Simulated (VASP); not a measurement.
# TlZnBr3 (Pm-3m) in VASP: settings compared

The runs below take TlZnBr3 through single point, with r2SCAN, PBE.

All numbers are computed with VASP 6.6.1; they aren't measurements. Logs are shortened: lines on timing, memory, paths and dates and some standing lists are left out, and cuts for length are marked.

### Step 1. The cell of the first run

Symmetry: Pm-3m, No. 221, cubic system. The conventional cell has a = 5.252 Å, b = 5.252 Å, c = 5.252 Å, α = 90.00°, β = 90.00°, γ = 90.00°. Tl (site symmetry m-3m) has 12 Br at 3.71 Å and 8 Zn at 4.55 Å within 4.9 Å. Zn (site symmetry m-3m) has 6 Br at 2.63 Å within 3.5 Å. Br (site symmetry 4/mmm) has 2 Zn at 2.63 Å within 3.5 Å.

### Step 2. Single point, r2SCAN (volume changed by +3%)

POSCAR reads:

```
TlZnBr3
1.0
    5.2519254649      0.0000000000      0.0000000000
    0.0000000000      5.2519254649      0.0000000000
    0.0000000000      0.0000000000      5.2519254649
Tl Zn Br
1 1 3
Direct
    0.0000000000      0.0000000000      0.0000000000
    0.5000000000      0.5000000000      0.5000000000
    0.5000000000      0.5000000000      0.0000000000
    0.5000000000      0.0000000000      0.5000000000
    0.0000000000      0.5000000000      0.5000000000
```

INCAR.step1 reads:

```
ALGO = Normal ; EDIFF = 1E-4
ENCUT = 520 ; GGA = PE
ISMEAR = 0 ; LASPH = T
LCHARG = F ; LREAL = F
LWAVE = T ; NBANDS = 31
NELM = 60 ; PREC = Accurate
SIGMA = 0.01
```

INCAR.step2 reads:

```
ALGO = Normal ; EDIFF = 1E-6
ENCUT = 520 ; ISIF = 2
ISMEAR = 0 ; ISTART = 1
LASPH = T ; LCHARG = F
LMIXTAU = T ; LREAL = F
LWAVE = F ; METAGGA = R2SCAN
NBANDS = 31 ; NELM = 60
PREC = Accurate ; SIGMA = 0.01
```

KPOINTS reads:

```
k-points
0
Gamma
  4 4 4
```

Potentials or basis: VASP PAW PBE potentials, release 64 (Tl_d, Zn, Br).

Launch:

```console
$ cat potpaw_PBE.64/Tl_d/POTCAR potpaw_PBE.64/Zn/POTCAR potpaw_PBE.64/Br/POTCAR > POTCAR
$ cp INCAR.step1 INCAR
$ mpirun -np 1 vasp_std > vasp.out
$ cp INCAR.step2 INCAR
$ mpirun -np 1 vasp_std > vasp.out
```

OUTCAR:

```text
EDIFF = 1E-6
   ENCUT = 520
   ISIF = 2
   ISMEAR = 0
   ISTART = 1
   LASPH = T
   LREAL = F
   METAGGA = R2SCAN
   NELM = 60
   PREC = Accurate

 ion  position               nearest neighbor table
   1  0.000  0.000  0.000-
   2  0.500  0.500  0.500-   3 2.63   4 2.63   5 2.63   3 2.63   4 2.63   5 2.63
   3  0.500  0.500  0.000-   2 2.63   2 2.63
   4  0.500  0.000  0.500-   2 2.63   2 2.63
   5  0.000  0.500  0.500-   2 2.63   2 2.63

  LATTYP: Found a simple cubic cell.
 ALAT       =     5.2519254649

  Lattice vectors:

 A1 = (   5.2519254649,   0.0000000000,   0.0000000000)
 A2 = (   0.0000000000,   5.2519254649,   0.0000000000)
 A3 = (   0.0000000000,   0.0000000000,   5.2519254649)

Analysis of symmetry for initial positions (statically):
=====================================================================
 Subroutine PRICEL returns:
 Original cell was already a primitive cell.

 Routine SETGRP: Setting up the symmetry group for a
 simple cubic supercell.

 Subroutine GETGRP returns: Found 48 space group operations
 (whereof 48 operations were pure point group operations)
 out of a pool of 48 trial point group operations.

The static configuration has the point symmetry O_h .

Analysis of symmetry for dynamics (positions and initial velocities):
=====================================================================
 Subroutine PRICEL returns:
 Original cell was already a primitive cell.

 Routine SETGRP: Setting up the symmetry group for a
 simple cubic supercell.

 Subroutine GETGRP returns: Found 48 space group operations
 (whereof 48 operations were pure point group operations)
 out of a pool of 48 trial point group operations.

The dynamic configuration has the point symmetry O_h .

 Subroutine INISYM returns: Found 48 space group operations
 (whereof 48 operations are pure point group operations),
 and found     1 'primitive' translations

----------------------------------------------------------------------------------------

                                     Primitive cell

  volume of cell :     144.8624

  direct lattice vectors                    reciprocal lattice vectors
     5.251925465  0.000000000  0.000000000     0.190406358  0.000000000  0.000000000
     0.000000000  5.251925465  0.000000000     0.000000000  0.190406358  0.000000000
     0.000000000  0.000000000  5.251925465     0.000000000  0.000000000  0.190406358

  length of vectors
     5.251925465  5.251925465  5.251925465     0.190406358  0.190406358  0.190406358

  position of ions in fractional coordinates (direct lattice)
     0.000000000  0.000000000  0.000000000
     0.500000000  0.500000000  0.500000000
     0.500000000  0.500000000  0.000000000
     0.500000000  0.000000000  0.500000000
     0.000000000  0.500000000  0.500000000

  ion indices of the primitive-cell ions
   primitive index   ion index
                 1           1
                 2           2
                 3           3
                 4           4
                 5           5

----------------------------------------------------------------------------------------

 KPOINTS: k-points

Automatic generation of k-mesh.
 Grid dimensions read from file:
 generate k-points for:    4    4    4

 Generating k-lattice:

  Cartesian coordinates                     Fractional coordinates (reciprocal lattice)
     0.047601589  0.000000000  0.000000000     0.250000000  0.000000000  0.000000000
     0.000000000  0.047601589  0.000000000     0.000000000  0.250000000  0.000000000
     0.000000000  0.000000000  0.047601589     0.000000000  0.000000000  0.250000000

  Length of vectors
     0.047601589  0.047601589  0.047601589

  Shift w.r.t. Gamma in fractional coordinates (k-lattice)
     0.000000000  0.000000000  0.000000000

 Subroutine IBZKPT returns following result:
 ===========================================

 Found     10 irreducible k-points:

 Following reciprocal coordinates:
            Coordinates               Weight
  0.000000  0.000000  0.000000      1.000000
  0.250000  0.000000  0.000000      6.000000
  0.500000  0.000000  0.000000      3.000000
  0.250000  0.250000  0.000000     12.000000
  0.500000  0.250000  0.000000     12.000000
  0.500000  0.500000  0.000000      3.000000
  0.250000  0.250000  0.250000      8.000000
  0.500000  0.250000  0.250000     12.000000
  0.500000  0.500000  0.250000      6.000000
  0.500000  0.500000  0.500000      1.000000
   k-points           NKPTS =     10   k-points in BZ     NKDIM =     10   number of bands    NBANDS=     31
   number of dos      NEDOS =    301   number of ions     NIONS =      5
   total plane-waves  NPLWV =  64000
   dimension x,y,z NGX =    40 NGY =   40 NGZ =   40
   dimension x,y,z NGXF=    80 NGYF=   80 NGZF=   80
   ions per type =               1   1   3
   NGX,Y,Z   is equivalent  to a cutoff of  12.66, 12.66, 12.66 a.u.
   NGXF,Y,Z  is equivalent  to a cutoff of  25.32, 25.32, 25.32 a.u.
 SYSTEM =  unknown system
   PREC   = accura    normal or accurate (medium, high low for compatibility)
   ISTART =      1    job   : 0-new  1-cont  2-samecut
   ICHARG =      0    charge: 1-file 2-atom 10-const
   ISPIN  =      1    spin polarized calculation?
   LNONCOLLINEAR =      F non collinear calculations
   LSORBIT =      F    spin-orbit coupling
   LASPH  =      T    aspherical Exc in radial PAW
   ENCUT  =  520.0 eV  38.22 Ry    6.18 a.u.   9.77  9.77  9.77*2*pi/ulx,y,z
   NELM   =     60;   NELMIN=  2; NELMDL=  0     # of ELM steps
   EDIFF  = 0.1E-05   stopping-criterion for ELM
   LREAL  =      F    real-space projection
   EDIFFG = 0.1E-04   stopping-criterion for IOM
   NSW    =      0    number of steps for IOM
   IBRION =     -1    ionic relax: 0-MD 1-quasi-New 2-CG
   NFREE  =      0    steps in history (QN), initial steepest desc. (CG)
   ISIF   =      2    stress and relaxation
   ISYM   =      2    0-nonsym 1-usesym 2-fastsym
   POTIM  = 0.5000    time-step for ionic-motion
   TEBEG  =    0.0;   TEEND  =   0.0 temperature during run
   PSTRESS=    0.0 pullay stress
   NELECT =      46.0000    total number of electrons
   NUPDOWN=      -1.0000    fix difference up-down
   EMIN   =  10.00;   EMAX   =-10.00  energy-range for DOS
   EFERMI =   0.00;   METHOD = LEGACY
   ISMEAR =     0;   SIGMA  =   0.01  broadening in eV -4-tet -1-fermi 0-gaus
   EFERMI_NEDOS =   21; number of points for ismear=-14 and -15
   IALGO  =     38    algorithm
   IMIX   =      4    mixing-type and parameters
     AMIX     =   0.40;   BMIX     =  1.00
     AMIX_MAG =   1.60;   BMIX_MAG =  1.00
  volume/ion in A,a.u.               =      28.97       195.52
  Fermi-wavevector in a.u.,A,eV,Ry     =   1.116886  2.110609 16.972378  1.247435
  Thomas-Fermi vector in A             =   2.253504
   LORBIT       =      0    0 simple, 1 ext, 2 COOP (PROOUT), +10 PAW based schemes
   METAGGA = R2SCAN    functional components
   LHFCALC =     F    Hartree Fock is set to
   AEXX    =    0.0000 exact exchange contribution
   IVDW    =     0    specifies the selected vdW correction
   LEPSILON=     F    determine dielectric tensor
   LRPA    =     F    only Hartree local field effects (RPA)
 non-spin polarized calculation
 Gauss-broadening in eV      SIGMA  =   0.01
  energy-cutoff  :      520.00
  volume of cell :      144.86
 maximum number of plane-waves:      3948
 NGX is ok and might be reduce to    40
   NGX = 19   NGY = 19   NGZ = 19

 number of electron      46.0000005 magnetization

 Free energy of the ion-electron system (eV)
  ---------------------------------------------------
  ext. energy  EPLUGINS =         0.00000000
  ---------------------------------------------------
  free energy    TOTEN  =      -106.45476937 eV

  energy without entropy =     -106.45476937  energy(sigma->0) =     -106.45476937

 E-fermi :   0.6119     XC(G=0):  -9.2580

 val. band max:        0.5542279297   @ k =   0.5000   0.5000   0.0000
 cond. band min:       1.3498012380   @ k =   0.0000   0.0000   0.0000
 fundamental gap:      0.7955733083
 Fermi energy:         0.6118640105

 k-point     1 :       0.0000    0.0000    0.0000
  band No.  band energies     occupation
      1     -13.9468      2.00000
      2     -13.0688      2.00000
      3     -13.0688      2.00000
      4      -9.3811      2.00000
      5      -9.3811      2.00000
      6      -9.3803      2.00000
[... 23 lines left out ...]
     30       8.8783      0.00000
     31       8.8783      0.00000

 k-point     2 :       0.2500    0.0000    0.0000
  band No.  band energies     occupation
      1     -13.8365      2.00000
      2     -13.1658      2.00000
      3     -13.0634      2.00000
      4      -9.3873      2.00000
      5      -9.3842      2.00000
      6      -9.3842      2.00000
[... 23 lines left out ...]
     30       9.2236      0.00000
     31       9.9157      0.00000

 k-point     3 :       0.5000    0.0000    0.0000
  band No.  band energies     occupation
      1     -13.6687      2.00000
      2     -13.3209      2.00000
      3     -13.0581      2.00000
      4      -9.3937      2.00000
      5      -9.3882      2.00000
      6      -9.3882      2.00000
[... 23 lines left out ...]
     30      10.1999      0.00000
     31      10.9838      0.00000

 k-point     4 :       0.2500    0.2500    0.0000
  band No.  band energies     occupation
      1     -13.7331      2.00000
      2     -13.1882      2.00000
      3     -13.1192      2.00000
      4      -9.3889      2.00000
      5      -9.3841      2.00000
      6      -9.3838      2.00000
[... 159 lines left out ...]
     30       9.5166      0.00000
     31      10.6437      0.00000

 k-point     9 :       0.5000    0.5000    0.2500
  band No.  band energies     occupation
      1     -13.3380      2.00000
      2     -13.2984      2.00000
      3     -13.2984      2.00000
      4      -9.3815      2.00000
      5      -9.3776      2.00000
      6      -9.3776      2.00000
[... 23 lines left out ...]
     30       9.0367      0.00000
     31      11.5686      0.00000

 k-point    10 :       0.5000    0.5000    0.5000
  band No.  band energies     occupation
      1     -13.2951      2.00000
      2     -13.2951      2.00000
      3     -13.2951      2.00000
      4      -9.3751      2.00000
      5      -9.3751      2.00000
      6      -9.3677      2.00000
[... 23 lines left out ...]
     30       8.2669      0.00000
     31      10.9358      0.00000

------------------------ aborting loop because EDIFF is reached ----------------------------------------

  FORCE on cell =-STRESS in cart. coord.  units (eV):
  Direction    XX          YY          ZZ          XY          YZ          ZX
  --------------------------------------------------------------------------------------
  -------------------------------------------------------------------------------------
  Total       -0.8776058     -0.8776058     -0.8776058      0.0000000      0.0000000      0.0000000
  in kB       -9.7063152     -9.7063152     -9.7063152      0.0000000      0.0000000      0.0000000
  external PRESSURE =      -9.7063152 kB  Pullay stress =       0.0000000 kB

 VOLUME and BASIS-vectors are now :
 -----------------------------------------------------------------------------
  energy-cutoff  :      520.00
  volume of cell :      144.86
      direct lattice vectors                 reciprocal lattice vectors
     5.251925465  0.000000000  0.000000000     0.190406358  0.000000000  0.000000000
     0.000000000  5.251925465  0.000000000     0.000000000  0.190406358  0.000000000
     0.000000000  0.000000000  5.251925465     0.000000000  0.000000000  0.190406358

 POSITION                                       TOTAL-FORCE (eV/Angst)
 -----------------------------------------------------------------------------------
      0.00000      0.00000      0.00000         0.000000      0.000000      0.000000
      2.62596      2.62596      2.62596         0.000000      0.000000      0.000000
      2.62596      2.62596      0.00000         0.000000      0.000000      0.000000
      2.62596      0.00000      2.62596         0.000000      0.000000      0.000000
      0.00000      2.62596      2.62596         0.000000      0.000000      0.000000
 -----------------------------------------------------------------------------------
    total drift:                               -0.000000      0.000000     -0.000000

  FREE ENERGIE OF THE ION-ELECTRON SYSTEM (eV)
  ---------------------------------------------------
  free  energy   TOTEN  =      -106.4547693678 eV

  energy  without entropy=     -106.4547693678  energy(sigma->0) =     -106.45476937
```

Wall time 65 s (1 thread of Intel Xeon 6975P-C (Granite Rapids), shared host); peak memory 0.28 GiB.

Results:

| Item | Value |
| --- | --- |
| Free energy | -106.4548 eV |
| Pressure | -1.0 GPa |
| Band gap on the k mesh | 0.80 eV, indirect (least direct gap 1.48 eV) |

Caveat: the PAW data sets were made with another functional, which shifts forces and pressure a little; spin-orbit coupling is left out, which moves the levels of the heavy elements. A k mesh can miss the band edges.

(Continued in part 2 of 3.)
